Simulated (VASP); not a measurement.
## Tl: single point with PBE+D3(BJ)

Crystal: Tl.

```xyz
4
Lattice="3.4214 0.0000 0.0000 -1.7107 2.9630 0.0000 0.0000 0.0000 11.2353" Properties=species:S:1:pos:R:3 pbc="T T T"
Tl    0.0000    0.0000    0.0000
Tl    0.0000    1.9753    2.8088
Tl    0.0000    0.0000    5.6177
Tl    1.7107    0.9877    8.4265
```

```yaml
Program: VASP 6.6.1
Task: single point
Functional: PBE
Dispersion: D3(BJ)
Potentials_or_basis: VASP PAW PBE potentials, release 64 (Tl_d)
Cutoff: 520 eV
k_mesh: 15 × 15 × 4
Occupations: gaussian, width 0.1 eV
Spin: no spin polarisation
Dipole_correction: no
Further_INCAR_settings: ALGO = Fast; EDIFF = 1e-07; NBANDS = 34
```

The pressure is 1.0 GPa, the band gap on the k mesh is zero (bands 26 and 27 overlap by 4.30 eV) and the dispersion energy per atom is -0.344 eV.

Levels at points of the mesh, in eV from the Fermi level:
| k point | band 23 | band 24 | band 25 | band 26 | band 27 | band 28 | band 29 | band 30 |
| --- | --- | --- | --- | --- | --- | --- | --- | --- |
| (0.00, 0.00, 0.00) | -8.66 | -5.36 | -2.93 | 3.00 | 3.01 | 8.34 | 8.34 | 9.28 |
| (0.00, 0.00, 0.50) | -6.94 | -6.94 | -0.68 | -0.68 | 7.17 | 7.17 | 8.61 | 8.61 |

Run time: 3.8 min on 1 thread of Intel(R) Xeon(R) Platinum 8488C (Sapphire Rapids), with other jobs on the host, peak memory 0.39 GiB.

Caveat: spin-orbit coupling is left out, which moves the levels of the heavy elements.
